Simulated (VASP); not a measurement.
Set up this calculation in VASP 6.6.1, as the native input.

```yaml
Task: single point
Functional: PBE
Potentials_or_basis: VASP PAW PBE potentials, release 64 (Si, C)
Cutoff: 520 eV
k_mesh: 9 × 9 × 9
Occupations: gaussian, width 0.01 eV
Spin: no spin polarisation
Dipole_correction: no
Further_INCAR_settings: ALGO = Normal; EDIFF = 1e-07; NBANDS = 11
```

The structure of SiC (Moissanite 3C) lies in POSCAR:

```
SiC
1.0
    0.0000000000      2.1704663466      2.1704663466
    2.1704663466      0.0000000000      2.1704663466
    2.1704663466      2.1704663466      0.0000000000
Si C
1 1
Direct
    0.0000000000      0.0000000000      0.0000000000
    0.2500000000      0.2500000000      0.2500000000
```

These files were run (other wordings do the same):

INCAR

```
PREC = Accurate ; ENCUT = 520
EDIFF = 1E-7 ; ISMEAR = 0
SIGMA = 0.01 ; LREAL = F
LASPH = T ; NELM = 60
ALGO = Normal ; ISIF = 2
LWAVE = F ; LCHARG = F
GGA = PE ; NBANDS = 11
```

KPOINTS

```
Automatic mesh
0
Gamma
  9 9 9
```

Potentials or basis: VASP PAW PBE potentials, release 64 (Si, C).

Run with:

```bash
$ cat potpaw_PBE.64/Si/POTCAR potpaw_PBE.64/C/POTCAR > POTCAR
$ mpirun -np 1 vasp_std > vasp.out
```

It gave:

```json
{
  "Pressure": "5.9 GPa",
  "Band gap on the k mesh": "1.49 eV, indirect (least direct gap 4.63 eV)"
}
```

It took 9.4 s on 1 thread of Intel Xeon 8259CL, on a shared host, peak memory 0.13 GiB.
